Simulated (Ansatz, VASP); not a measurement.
**Be6S in VASP and in Ansatz**

```
CELL_PARAMETERS angstrom
1.93369 1.11642 5.64467
-1.93369 1.11642 5.64467
0.00000 -2.23284 5.64467
ATOMIC_POSITIONS crystal
Be 0.44749 0.11332 0.77778
Be 0.11332 0.77778 0.44749
Be 0.22222 0.55251 0.88668
Be 0.88668 0.22222 0.55251
Be 0.55251 0.88668 0.22222
Be 0.77778 0.44749 0.11332
S 0.00000 0.00000 0.00000
```

Change from the starting cell: species swapped into the TeF6 type (R-3, No. 148).

Alike in both runs: functional PBE; k mesh 5 × 5 × 5; occupations gaussian, width 0.2 eV; no spin polarisation.

Ansatz relaxed the structure, and its values are those at the end. VASP's run is a single point on that final structure, the one shown.

|  | VASP | Ansatz |
| --- | --- | --- |
| version | VASP 6.6.1 | Ansatz 0.2.0 |
| potentials or method | VASP PAW PBE potentials, release 64 (Be, S), cutoff 520 eV | scalar-relativistic, plane waves, PAW |
| valence electrons in the cell | 18 | 18 |

|  | VASP | Ansatz | Ansatz less VASP |
| --- | --- | --- | --- |
| gap on the k mesh at the Fermi level (eV) | none | none | - |
| pressure (GPa) | -0.4 | -0.5 | -0.08 |
| rms of the force components (eV/Å) | 0.038 | 0.035 | -0.0030 |

A gap of «none» marks a metal or a gap that the smearing closes. With one functional, cell and mesh, what is left measures potentials, basis and numerics.

The k mesh is coarse, so the values compare programs but aren't converged.
